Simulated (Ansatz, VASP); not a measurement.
**Ti: VASP beside Ansatz**

```xyz
1
Lattice="0.0000 2.0552 2.0552 2.0552 0.0000 2.0552 2.0552 2.0552 0.0000" Properties=species:S:1:pos:R:3 pbc="T T T"
Ti    2.0552    2.0552    2.0552
```

Alike in both runs: functional r2SCAN; k mesh 24 × 24 × 24; occupations gaussian, width 0.1 eV; no spin polarisation.

Ansatz relaxed the structure, and its values are those at the end. VASP's run is a single point on that final structure, the one shown.

|  | VASP | Ansatz |
| --- | --- | --- |
| version | VASP 6.6.1 | Ansatz 0.2.0 |
| potentials or method | VASP PAW PBE potentials, release 64 (Ti_sv), cutoff 520 eV | scalar-relativistic, plane waves, PAW |
| valence electrons in the cell | 12 | 12 |

|  | VASP | Ansatz | Ansatz less VASP |
| --- | --- | --- | --- |
| gap on the k mesh at the Fermi level (eV) | none | none | - |
| pressure (GPa) | 0.4 | 0.0 | -0.39 |

VASP's potentials were made for PBE, not for r2SCAN. A gap of «none» marks a metal or a gap that the smearing closes.
